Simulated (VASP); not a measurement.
Ge:

```
Ge
1.0
     6.51822    0.00000    0.00000
     0.00000    6.51822    0.00000
     0.00000    0.00000    4.40234
Ge
8
Cartesian
  2.0455 6.0697 2.2012
  4.4727 6.0697 0.0000
  4.4727 0.4485 2.2012
  6.0697 4.4727 0.0000
  6.0697 2.0455 2.2012
  2.0455 0.4485 0.0000
  0.4485 2.0455 0.0000
  0.4485 4.4727 2.2012
```

The cell was built from a structure type or drawn by symmetry, and may not be a known phase.

| Item | Value |
| --- | --- |
| Program | VASP 6.6.1 |
| Task | relaxation of cell and atoms |
| Functional | PBE |
| Potentials or basis | VASP PAW PBE potentials, release 64 (Ge_d) |
| Cutoff | 600 eV |
| k mesh | 4 × 4 × 4 |
| Occupations | gaussian, width 0.1 eV |
| Spin | no spin polarisation |

At the start: pressure 15.0 GPa; volume 23.38 Å³/atom.

Problem. Where does the relaxation end?

Solution. Over 40 steps the energy falls by 475.9 meV/atom and the volume is 27.16 Å³/atom (+16.2 %); space group P4_2/mcm (No. 132, to 0.1 Å) before, P4/mmm (No. 123, to 0.1 Å).

The path:
```csv
step,energy change (eV),largest force (eV/Å),pressure (GPa),volume (Å³)
1,0.0000,1.2812,15.02,187.04
2,-2.0503,0.3399,-2.51,252.81
3,-2.1513,0.4549,-0.33,236.82
4,-2.1526,0.4417,-0.60,238.37
5,-2.2524,0.2308,-0.44,236.38
6,-2.2954,0.1620,-0.21,234.26
7,-2.3126,0.1658,0.00,232.54
8,-2.3257,0.2007,0.05,230.73
9,-2.3358,0.3035,0.36,227.10
10,-2.3448,0.3066,0.29,226.76
11,-2.3749,0.3192,0.38,225.73
12,-2.4491,0.3630,0.42,223.67
13,-2.6755,0.4964,0.70,219.49
14,-3.0563,0.7204,2.06,210.96
15,-2.3460,2.6681,10.69,193.32
16,-3.0537,0.8173,2.47,209.15
17,-3.1633,1.2241,5.04,201.30
18,-3.1420,1.3112,6.30,198.42
19,-3.1643,1.2545,5.39,200.41
20,-3.1591,1.2743,5.88,199.35
21,-3.1629,1.2721,5.90,199.26
22,-3.1708,1.2759,6.08,199.00
23,-3.1618,1.3552,6.44,198.46
24,-3.1721,1.2853,6.14,198.87
25,-3.1819,1.2735,6.11,199.02
26,-3.2107,1.2424,5.90,199.46
27,-3.2661,1.1789,5.51,200.36
28,-3.3674,1.0557,4.76,202.15
29,-3.5340,0.8289,3.45,205.76
30,-3.7380,0.4436,1.35,213.11
31,-3.7263,0.1896,-1.88,228.28
32,-3.7932,0.1218,-0.53,220.86
33,-3.7940,0.1449,-0.41,220.12
34,-3.7939,0.1600,-0.33,219.68
35,-3.7968,0.1461,-0.28,219.38
36,-3.8033,0.1045,-0.13,218.50
37,-3.8062,0.0174,0.11,216.73
38,-3.8068,0.0446,0.01,217.26
39,-3.8068,0.0413,0.08,217.21
40,-3.8073,0.0229,0.02,217.28
```

Final structure:
```xyz
8
Lattice="6.1495 0.0000 0.0000 0.0000 6.1495 0.0000 0.0000 0.0000 5.7456" Properties=species:S:1:pos:R:3 pbc="T T T"
Ge    1.7851    6.1490    2.8728
Ge    4.3643    6.1490    0.0000
Ge    4.3643    0.0005    2.8728
Ge    6.1490    4.3643    0.0000
Ge    6.1490    1.7851    2.8728
Ge    1.7851    0.0005    0.0000
Ge    0.0005    1.7851    0.0000
Ge    0.0005    4.3643    2.8728
```

Caveat: the volume moved by over 15 % at a fixed basis, so the end points are rough.
